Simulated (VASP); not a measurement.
Co: electric field gradients with PBE

Co:

```xyz
1
Lattice="0.0000 1.8309 1.8309 1.8309 0.0000 1.8309 1.8309 1.8309 0.0000" Properties=species:S:1:pos:R:3 pbc="T T T"
Co    0.0000    0.0000    0.0000
```

This cell differs from its parent crystal: volume scaled by 1.06.

| Quantity | Value |
| --- | --- |
| Program | VASP 6.6.1 |
| Task | electric field gradients |
| Functional | PBE |
| Potentials or basis | VASP PAW PBE potentials, release 64 (Co) |
| Cutoff | 520 eV |
| k mesh | 16 × 16 × 16 |
| Occupations | fermi-dirac, width 0.08 eV |
| Spin | collinear spin, ferromagnetic start |
| Starting moments | [2.0] μB |
| Dipole correction | no |
| Further INCAR settings | ALGO = Normal; EDIFF = 1e-08; NBANDS = 14 |

| Property | Result |
| --- | --- |
| Pressure | -18.5 GPa |
| Net moment | 1.74 μB per cell |
| Site moments | Co +1.78 μB |
| Valence electrons inside the program's atomic spheres | Co 8.06 |

Levels at points of the mesh, in eV from the Fermi level:
Spin up:
| k point | band 2 | band 3 | band 4 | band 5 | band 6 | band 7 | band 8 | band 9 |
| --- | --- | --- | --- | --- | --- | --- | --- | --- |
| (0.00, 0.00, 0.00) | -2.60 | -2.60 | -2.60 | -1.81 | -1.81 | 21.97 | 25.37 | 25.37 |
| (0.50, 0.00, 0.00) | -2.74 | -2.74 | -1.03 | -1.03 | -0.22 | 5.07 | 20.59 | 22.69 |
| (0.50, 0.50, 0.00) | -4.19 | -1.16 | -0.79 | -0.79 | 2.29 | 8.32 | 13.64 | 13.64 |
Spin down:
```
           k point  band 1  band 2  band 3  band 4  band 5  band 6  band 7  band 8  band 9
(0.00, 0.00, 0.00)   -8.33   -0.95   -0.95   -0.95    0.32    0.32   21.60   25.57   25.57
(0.50, 0.00, 0.00)   -3.76   -0.93   -0.93   -0.29    0.98    0.98    6.09   20.24   23.01
(0.50, 0.50, 0.00)   -3.45   -2.85    1.06    1.09    1.09    2.27    9.24   13.79   13.79
```

Wall time 42 s on 1 thread of Intel(R) Xeon(R) Platinum 8488C (Sapphire Rapids), on a shared host, peak memory 0.16 GiB.

Caveat: without QUAD_EFG the Cq values of the log hold for a quadrupole moment of 1 mb, not for the nuclei.
